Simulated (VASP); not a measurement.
# Bi (P6/mmm) in VASP: a series of runs

Runs on Bi. Level: PBEsol. Tasks: single point.

All numbers are computed with VASP 6.6.1; they aren't measurements. Logs are shortened: lines on timing, memory, paths and dates and some standing lists are left out, and cuts for length are marked.

## (1) The cell of the first run

It takes space group P6/mmm (No. 191, hexagonal). The conventional cell has a = 5.627 Å, b = 5.627 Å, c = 3.323 Å, α = 90.00°, β = 90.00°, γ = 120.00°. Within 4.4 Å of Bi (site symmetry 6/mmm) lie 14 Bi at 3.32 to 3.65 Å. Bi (site symmetry -6m2) has 11 Bi at 3.25 to 3.65 Å within 4.3 Å.

## (2) Single point, PBEsol

Input file INCAR:

```
SYSTEM = Bi
ALGO     = Normal         ! electronic algorithm
EDIFF    = 1E-6           ! SCF threshold, eV
ENCUT    = 520            ! plane-wave cutoff, eV
GGA      = PS             ! functional
ISIF     = 2              ! what is computed and relaxed
ISMEAR   = -1             ! smearing method
LASPH    = .True.         ! aspherical terms in the spheres
LCHARG   = .True.         ! write CHGCAR
LELF     = .True.         ! ELF
LREAL    = .False.        ! projectors in reciprocal space
LVHAR    = .True.       
LWAVE    = .False.        ! write WAVECAR
NBANDS   = 30             ! bands
NELM     = 60             ! most SCF steps
PREC     = Accurate       ! precision mode
SIGMA    = 0.1            ! smearing width, eV
```

Input file KPOINTS:

```
k-points
0
Gamma
  7 7 9
  0 0 0
```

Input file POSCAR:

```
Bi
1.0
    5.6270533777      0.0000000000      0.0000000000
   -2.8135266889      4.8731711736      0.0000000000
    0.0000000000      0.0000000000      3.3233371473
Bi
3
Direct
    0.0000000000      1.0000000000      0.0000000000
    0.3333333333      0.6666666667      0.5000000000
    0.6666666667      0.3333333333      0.5000000000
```

Potentials or basis: VASP PAW PBE potentials, release 64 (Bi_d).

Command:

```bash
$ cat potpaw_PBE.64/Bi_d/POTCAR > POTCAR
$ mpirun -np 1 vasp_std > vasp.out
```

OUTCAR:

```text
SYSTEM = Bi
   EDIFF = 1E-6
   ENCUT = 520
   GGA = PS
   ISIF = 2
   ISMEAR = -1
   LASPH = .True.
   LREAL = .False.
   NELM = 60
   PREC = Accurate

 ion  position               nearest neighbor table
   1  0.000  0.000  0.000-   2 3.65   3 3.65   2 3.65   3 3.65   3 3.65   3 3.65   2 3.65   2 3.65
                             3 3.65   3 3.65   2 3.65   2 3.65
   2  0.333  0.667  0.500-   3 3.25   3 3.25   3 3.25   1 3.65   1 3.65   1 3.65   1 3.65   1 3.65
                             1 3.65
   3  0.667  0.333  0.500-   2 3.25   2 3.25   2 3.25   1 3.65   1 3.65   1 3.65   1 3.65   1 3.65
                             1 3.65

  LATTYP: Found a hexagonal cell.
 ALAT       =     5.6270533777
 C/A-ratio  =     0.5905998974

  Lattice vectors:

 A1 = (   5.6270533777,   0.0000000000,   0.0000000000)
 A2 = (  -2.8135266889,   4.8731711736,   0.0000000000)
 A3 = (   0.0000000000,   0.0000000000,   3.3233371473)

Analysis of symmetry for initial positions (statically):
=====================================================================
 Subroutine PRICEL returns:
 Original cell was already a primitive cell.

 Routine SETGRP: Setting up the symmetry group for a
 hexagonal supercell.

 Subroutine GETGRP returns: Found 24 space group operations
 (whereof 24 operations were pure point group operations)
 out of a pool of 24 trial point group operations.

The static configuration has the point symmetry D_6h.

Analysis of symmetry for dynamics (positions and initial velocities):
=====================================================================
 Subroutine PRICEL returns:
 Original cell was already a primitive cell.

 Routine SETGRP: Setting up the symmetry group for a
 hexagonal supercell.

 Subroutine GETGRP returns: Found 24 space group operations
 (whereof 24 operations were pure point group operations)
 out of a pool of 24 trial point group operations.

The dynamic configuration has the point symmetry D_6h.

 Subroutine INISYM returns: Found 24 space group operations
 (whereof 24 operations are pure point group operations),
 and found     1 'primitive' translations

----------------------------------------------------------------------------------------

                                     Primitive cell

  volume of cell :      91.1312

  direct lattice vectors                    reciprocal lattice vectors
     5.627053378  0.000000000  0.000000000     0.177712905  0.102602593  0.000000000
    -2.813526689  4.873171174  0.000000000     0.000000000  0.205205187  0.000000000
[... 80 lines left out ...]
   ICHARG =      2    charge: 1-file 2-atom 10-const
   ISPIN  =      1    spin polarized calculation?
   LNONCOLLINEAR =      F non collinear calculations
   LSORBIT =      F    spin-orbit coupling
   LASPH  =      T    aspherical Exc in radial PAW
   ENCUT  =  520.0 eV  38.22 Ry    6.18 a.u.  10.46 10.46  6.18*2*pi/ulx,y,z
   NELM   =     60;   NELMIN=  2; NELMDL= -5     # of ELM steps
   EDIFF  = 0.1E-05   stopping-criterion for ELM
   LREAL  =      F    real-space projection
   EDIFFG = 0.1E-04   stopping-criterion for IOM
   NSW    =      0    number of steps for IOM
   IBRION =     -1    ionic relax: 0-MD 1-quasi-New 2-CG
   NFREE  =      0    steps in history (QN), initial steepest desc. (CG)
   ISIF   =      2    stress and relaxation
   ISYM   =      2    0-nonsym 1-usesym 2-fastsym
   POTIM  = 0.5000    time-step for ionic-motion
   TEBEG  =    0.0;   TEEND  =   0.0 temperature during run
   PSTRESS=    0.0 pullay stress
   NELECT =      45.0000    total number of electrons
   NUPDOWN=      -1.0000    fix difference up-down
   EMIN   =  10.00;   EMAX   =-10.00  energy-range for DOS
   EFERMI =   0.00;   METHOD = LEGACY
   ISMEAR =    -1;   SIGMA  =   0.10  broadening in eV -4-tet -1-fermi 0-gaus
   EFERMI_NEDOS =   21; number of points for ismear=-14 and -15
   IALGO  =     38    algorithm
   IMIX   =      4    mixing-type and parameters
     AMIX     =   0.40;   BMIX     =  1.00
     AMIX_MAG =   1.60;   BMIX_MAG =  1.00
  volume/ion in A,a.u.               =      30.38       204.99
  Fermi-wavevector in a.u.,A,eV,Ry     =   1.293967  2.445244 22.780933  1.674351
  Thomas-Fermi vector in A             =   2.425580
   LORBIT       =      0    0 simple, 1 ext, 2 COOP (PROOUT), +10 PAW based schemes
   GGA     = PS    functional components
   LHFCALC =     F    Hartree Fock is set to
   AEXX    =    0.0000 exact exchange contribution
   IVDW    =     0    specifies the selected vdW correction
   LEPSILON=     F    determine dielectric tensor
   LRPA    =     F    only Hartree local field effects (RPA)
 non-spin polarized calculation
  energy-cutoff  :      520.00
  volume of cell :       91.13
 maximum number of plane-waves:      2478
 NGX is ok and might be reduce to    42
   NGX = 21   NGY = 21   NGZ = 13

 number of electron      44.9999997 magnetization

 Free energy of the ion-electron system (eV)
  ---------------------------------------------------
  ext. energy  EPLUGINS =         0.00000000
  ---------------------------------------------------
  free energy    TOTEN  =       -12.64709146 eV

  energy without entropy =      -12.58072684  energy(sigma->0) =      -12.61390915

 E-fermi :   8.0546     XC(G=0): -10.5464

 val. band max:        8.0426234892   @ k =   0.4286   0.1429   0.4444
 cond. band min:       8.0671984023   @ k =   0.2857   0.1429   0.0000
 fundamental gap:      0.0245749131
 Fermi energy:         8.0545886353

 k-point     1 :       0.0000    0.0000    0.0000
  band No.  band energies     occupation
      1     -15.0284      2.00000
      2     -14.9332      2.00000
      3     -14.9106      2.00000
      4     -14.9032      2.00000
      5     -14.9032      2.00000
      6     -14.8243      2.00000
[... 781 lines left out ...]
     29      15.4498      0.00000
     30      15.6964      0.00000

 [... further k-points ...]
[... 5 lines left out ...]
  --------------------------------------------------------------------------------------
  -------------------------------------------------------------------------------------
  Total       -0.0249389     -0.0249389     -0.0467397      0.0000000      0.0000000      0.0000000
  in kB       -0.4384516     -0.4384516     -0.8217309      0.0000000      0.0000000      0.0000000
  external PRESSURE =      -0.5662113 kB  Pullay stress =       0.0000000 kB

 VOLUME and BASIS-vectors are now :
 -----------------------------------------------------------------------------
  energy-cutoff  :      520.00
  volume of cell :       91.13
      direct lattice vectors                 reciprocal lattice vectors
     5.627053378  0.000000000  0.000000000     0.177712905  0.102602593  0.000000000
    -2.813526689  4.873171174  0.000000000     0.000000000  0.205205187  0.000000000
     0.000000000  0.000000000  3.323337147     0.000000000  0.000000000  0.300902363

 POSITION                                       TOTAL-FORCE (eV/Angst)
 -----------------------------------------------------------------------------------
      0.00000      0.00000      0.00000         0.000000      0.000000      0.000000
     -0.00000      3.24878      1.66167         0.000000     -0.000000      0.000000
      2.81353      1.62439      1.66167        -0.000000      0.000000      0.000000
 -----------------------------------------------------------------------------------
    total drift:                                0.000000      0.000000     -0.000000

  FREE ENERGIE OF THE ION-ELECTRON SYSTEM (eV)
  ---------------------------------------------------
  free  energy   TOTEN  =       -12.6470914622 eV

  energy  without entropy=      -12.5807268368  energy(sigma->0) =      -12.61390915
```

Run time: 42 s. Hardware: 1 thread of Intel Xeon Platinum 8559C (Emerald Rapids), shared host; peak memory 0.25 GiB.

What came out:

- Free energy: -12.6471 eV
- Pressure: -0.1 GPa

Caveat: the PAW data sets were made with another functional, which shifts forces and pressure a little; spin-orbit coupling is left out, which moves the levels of the heavy elements.

[end of part 1 of 2]
